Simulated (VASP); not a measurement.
# C (I4_1/amd) in VASP: single point with r2SCAN

Aim: the single point of C with r2SCAN.

All numbers are computed with VASP 6.6.1; they aren't measurements. Logs are shortened: lines on timing, memory, paths and dates and some standing lists are left out, and cuts for length are marked.

### 1 The cell of the first run

The structure is tetragonal, space group I4_1/amd (No. 141). Conventional cell: a = 2.623 Å, b = 2.623 Å, c = 3.281 Å, α = 90.00°, β = 90.00°, γ = 90.00°. C (site symmetry -4m2) has 4 C at 1.55 Å within 2.1 Å.

### 2 Single point, r2SCAN (strain +0.040 along x and y, -0.080 along z)

Contents of POSCAR:

```
C
1.0
    0.0000000000      1.8547360000      1.6407280000
    1.8547360000      0.0000000000      1.6407280000
    1.8547360000      1.8547360000      0.0000000000
C
2
Direct
    0.5000000000      0.5000000000      0.5000000000
    0.7500000000      0.7500000000      0.7500000000
```

Contents of INCAR.step1:

```
SYSTEM = C
ALGO     = Normal         ! electronic algorithm
EDIFF    = 1E-5           ! SCF threshold, eV
ENCUT    = 1430           ! plane-wave cutoff, eV
GGA      = PE             ! functional
GGA_COMPAT= .False.      
ISMEAR   = 0              ! smearing method
LASPH    = .True.         ! aspherical terms in the spheres
LCHARG   = .False.        ! write CHGCAR
LREAL    = .False.        ! projectors in reciprocal space
LWAVE    = .True.         ! write WAVECAR
NBANDS   = 11             ! bands
NELM     = 120            ! most SCF steps
PREC     = Accurate       ! precision mode
SIGMA    = 0.05           ! smearing width, eV
```

Contents of INCAR.step2:

```
SYSTEM = C
ALGO     = Normal         ! electronic algorithm
EDIFF    = 1E-6           ! SCF threshold, eV
ENCUT    = 1430           ! plane-wave cutoff, eV
GGA_COMPAT= .False.      
ISIF     = 2              ! what is computed and relaxed
ISMEAR   = 0              ! smearing method
ISTART   = 1            
LASPH    = .True.         ! aspherical terms in the spheres
LCHARG   = .False.        ! write CHGCAR
LMIXTAU  = .True.       
LREAL    = .False.        ! projectors in reciprocal space
LWAVE    = .False.        ! write WAVECAR
METAGGA  = R2SCAN         ! meta-GGA
NBANDS   = 11             ! bands
NELM     = 120            ! most SCF steps
PREC     = Accurate       ! precision mode
SIGMA    = 0.05           ! smearing width, eV
```

Contents of KPOINTS:

```
k-points
0
Gamma
  12 12 12
  0 0 0
```

Potentials or basis: VASP PAW PBE potentials, release 64 (C_h).

On the command line:

```sh
> cat potpaw_PBE.64/C_h/POTCAR > POTCAR
> cp INCAR.step1 INCAR
> mpirun -np 1 vasp_std > vasp.out
> cp INCAR.step2 INCAR
> mpirun -np 1 vasp_std > vasp.out
```

OUTCAR:

```text
SYSTEM = C
   EDIFF = 1E-6
   ENCUT = 1430
   ISIF = 2
   ISMEAR = 0
   ISTART = 1
   LASPH = .True.
   LREAL = .False.
   METAGGA = R2SCAN
   NELM = 120
   PREC = Accurate

 ion  position               nearest neighbor table
   1  0.500  0.500  0.500-
   2  0.750  0.750  0.750-

  LATTYP: Found a body centered tetragonal cell.
 ALAT       =     2.6229928058
 C/A-ratio  =     1.2510350744

  Lattice vectors:

 A1 = (   0.0000000000,  -1.8547360000,  -1.6407280000)
 A2 = (   0.0000000000,   1.8547360000,  -1.6407280000)
 A3 = (   1.8547360000,   0.0000000000,   1.6407280000)

Analysis of symmetry for initial positions (statically):
=====================================================================
 Subroutine PRICEL returns:
 Original cell was already a primitive cell.

 Routine SETGRP: Setting up the symmetry group for a
 body centered tetragonal supercell.

 Subroutine GETGRP returns: Found 16 space group operations
 (whereof  8 operations were pure point group operations)
 out of a pool of 16 trial point group operations.

The static configuration has the point symmetry D_2d.
 The point group associated with its full space group is D_4h.

Analysis of symmetry for dynamics (positions and initial velocities):
=====================================================================
 Subroutine PRICEL returns:
 Original cell was already a primitive cell.

 Routine SETGRP: Setting up the symmetry group for a
 body centered tetragonal supercell.

 Subroutine GETGRP returns: Found 16 space group operations
 (whereof  8 operations were pure point group operations)
 out of a pool of 16 trial point group operations.

The dynamic configuration has the point symmetry D_2d.
 The point group associated with its full space group is D_4h.

 Subroutine INISYM returns: Found 16 space group operations
 (whereof  8 operations are pure point group operations),
 and found     1 'primitive' translations

----------------------------------------------------------------------------------------

                                     Primitive cell

  volume of cell :      11.2884

  direct lattice vectors                    reciprocal lattice vectors
     0.000000000  1.854736000  1.640728000    -0.269580145  0.269580145  0.304742773
     1.854736000  0.000000000  1.640728000     0.269580145 -0.269580145  0.304742773
     1.854736000  1.854736000  0.000000000     0.269580145  0.269580145 -0.304742773

[... 89 lines left out ...]
   ISIF   =      2    stress and relaxation
   ISYM   =      2    0-nonsym 1-usesym 2-fastsym
   POTIM  = 0.5000    time-step for ionic-motion
   TEBEG  =    0.0;   TEEND  =   0.0 temperature during run
   PSTRESS=    0.0 pullay stress
   NELECT =       8.0000    total number of electrons
   NUPDOWN=      -1.0000    fix difference up-down
   EMIN   =  10.00;   EMAX   =-10.00  energy-range for DOS
   EFERMI =   0.00;   METHOD = LEGACY
   ISMEAR =     0;   SIGMA  =   0.05  broadening in eV -4-tet -1-fermi 0-gaus
   EFERMI_NEDOS =   21; number of points for ismear=-14 and -15
   IALGO  =     38    algorithm
   IMIX   =      4    mixing-type and parameters
     AMIX     =   0.40;   BMIX     =  1.00
     AMIX_MAG =   1.60;   BMIX_MAG =  1.00
  volume/ion in A,a.u.               =       5.64        38.09
  Fermi-wavevector in a.u.,A,eV,Ry     =   1.459580  2.758206 28.985494  2.130374
  Thomas-Fermi vector in A             =   2.576130
   LORBIT       =      0    0 simple, 1 ext, 2 COOP (PROOUT), +10 PAW based schemes
   METAGGA = R2SCAN    functional components
   LHFCALC =     F    Hartree Fock is set to
   AEXX    =    0.0000 exact exchange contribution
   IVDW    =     0    specifies the selected vdW correction
   LEPSILON=     F    determine dielectric tensor
   LRPA    =     F    only Hartree local field effects (RPA)
 non-spin polarized calculation
 Gauss-broadening in eV      SIGMA  =   0.05
  energy-cutoff  :     1430.00
  volume of cell :       11.29
 maximum number of plane-waves:      1402
   NGX = 15   NGY = 15   NGZ = 17

 number of electron       8.0000000 magnetization

 Free energy of the ion-electron system (eV)
  ---------------------------------------------------
  ext. energy  EPLUGINS =         0.00000000
  ---------------------------------------------------
  free energy    TOTEN  =       -19.40227849 eV

  energy without entropy =      -19.40227849  energy(sigma->0) =      -19.40227849

 E-fermi :  12.4805     XC(G=0): -14.3127

 val. band max:       12.1416515872   @ k =   0.0000   0.0000   0.0000
 cond. band min:      13.4305640073   @ k =   0.4167   0.4167   0.0000
 fundamental gap:      1.2889124201
 Fermi energy:        12.4805246091

 k-point     1 :       0.0000    0.0000    0.0000
  band No.  band energies     occupation
      1     -11.7244      2.00000
      2      10.4381      2.00000
      3      10.4381      2.00000
      4      12.1417      2.00000
      5      15.9671      0.00000
      6      17.5990      0.00000
      7      17.5990      0.00000
      8      24.7724      0.00000
      9      31.6606      0.00000
     10      35.2754      0.00000
     11      37.8897      0.00000
[... 309 lines left out ...]
 k-point    24 :      -0.4167    0.1667    0.0000
  band No.  band energies     occupation
      1      -5.4638      2.00000
      2      -1.7834      2.00000
      3       6.0668      2.00000
      4       6.4980      2.00000
      5      17.1565      0.00000
      6      21.6395      0.00000
      7      23.8541      0.00000
      8      26.4356      0.00000
      9      31.6447      0.00000
     10      36.4567      0.00000
     11      36.8379      0.00000

 [... further k-points ...]

------------------------ aborting loop because EDIFF is reached ----------------------------------------

  FORCE on cell =-STRESS in cart. coord.  units (eV):
  Direction    XX          YY          ZZ          XY          YZ          ZX
  --------------------------------------------------------------------------------------
  -------------------------------------------------------------------------------------
  Total       -2.5174631     -2.5174631      4.9502916      0.0000000     -0.0000000      0.0000000
  in kB     -357.3081396   -357.3081396    702.6039377      0.0000000     -0.0000000      0.0000000
  external PRESSURE =      -4.0041139 kB  Pullay stress =       0.0000000 kB

 VOLUME and BASIS-vectors are now :
 -----------------------------------------------------------------------------
  energy-cutoff  :     1430.00
  volume of cell :       11.29
      direct lattice vectors                 reciprocal lattice vectors
     0.000000000  1.854736000  1.640728000    -0.269580145  0.269580145  0.304742773
     1.854736000  0.000000000  1.640728000     0.269580145 -0.269580145  0.304742773
     1.854736000  1.854736000  0.000000000     0.269580145  0.269580145 -0.304742773

 POSITION                                       TOTAL-FORCE (eV/Angst)
 -----------------------------------------------------------------------------------
      1.85474      1.85474      1.64073        -0.000000     -0.000000      0.000000
      2.78210      2.78210      2.46109         0.000000      0.000000      0.000000
 -----------------------------------------------------------------------------------
    total drift:                               -0.000000     -0.000000      0.000000

  FREE ENERGIE OF THE ION-ELECTRON SYSTEM (eV)
  ---------------------------------------------------
  free  energy   TOTEN  =       -19.4022784898 eV

  energy  without entropy=      -19.4022784898  energy(sigma->0) =      -19.40227849
```

OUTCAR.step1:

```text
SYSTEM = C
   EDIFF = 1E-5
   ENCUT = 1430
   GGA = PE
   ISMEAR = 0
   LASPH = .True.
[... 559 lines left out ...]
 -----------------------------------------------------------------------------------
      1.85474      1.85474      1.64073         0.000000      0.000000      0.000000
      2.78210      2.78210      2.46109        -0.000000     -0.000000      0.000000
 -----------------------------------------------------------------------------------
    total drift:                               -0.000000     -0.000000      0.000000

  FREE ENERGIE OF THE ION-ELECTRON SYSTEM (eV)
  ---------------------------------------------------
  free  energy   TOTEN  =       -17.9120758141 eV

  energy  without entropy=      -17.9120758141  energy(sigma->0) =      -17.91207581
```

Run time: 2.4 min. Hardware: 1 thread of Intel Xeon Platinum 8259CL at 2.50GHz (Skylake/Cascade Lake), shared host; peak memory 0.22 GiB.

What came out:

- Free energy: -19.4023 eV
- Pressure: -0.4 GPa
- Band gap on the k mesh: 1.29 eV (least direct gap 3.83 eV)

Stress tensor (GPa, compression positive):
```
-35.73   0.00   0.00
  0.00 -35.73   0.00
  0.00   0.00  70.26
```

Caveat: the cell differs from its parent crystal (strain +0.040 along x and y, -0.080 along z); the stress differs along the axes, from -36 to 70 GPa; the PAW data sets were made with another functional, which shifts forces and pressure a little. A k mesh can miss the band edges.
